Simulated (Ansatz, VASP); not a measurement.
One calculation of Cd, two programs

```
Cd
1.0
     3.20383    0.00000    0.00000
    -1.60191    2.77460    0.00000
     0.00000    0.00000    5.09597
Cd
2
Direct
  0.33333 0.66667 0.25000
  0.66667 0.33333 0.75000
```

Alike in both runs: functional PBE; k mesh 15 × 15 × 8; occupations fermi-dirac, width 0.08 eV; no spin polarisation.

Ansatz relaxed the structure, and its values are those at the end. VASP's run is a single point on that final structure, the one shown.

|  | VASP | Ansatz |
| --- | --- | --- |
| version | VASP 6.6.1 | Ansatz 0.2.0 |
| potentials or method | VASP PAW PBE potentials, release 64 (Cd) | PAW with Ansatz's default frozen-core files, scalar-relativistic |
| plane-wave cutoff (eV) | 520 | 420 |
| valence electrons in the cell | 24 | 40 |

|  | VASP | Ansatz | Ansatz less VASP |
| --- | --- | --- | --- |
| pressure (GPa) | 0.2 | 0.0 | -0.24 |

VASP's potentials hold 24 valence electrons a cell and Ansatz's 40, so a difference there can come from the potentials and not from the codes.
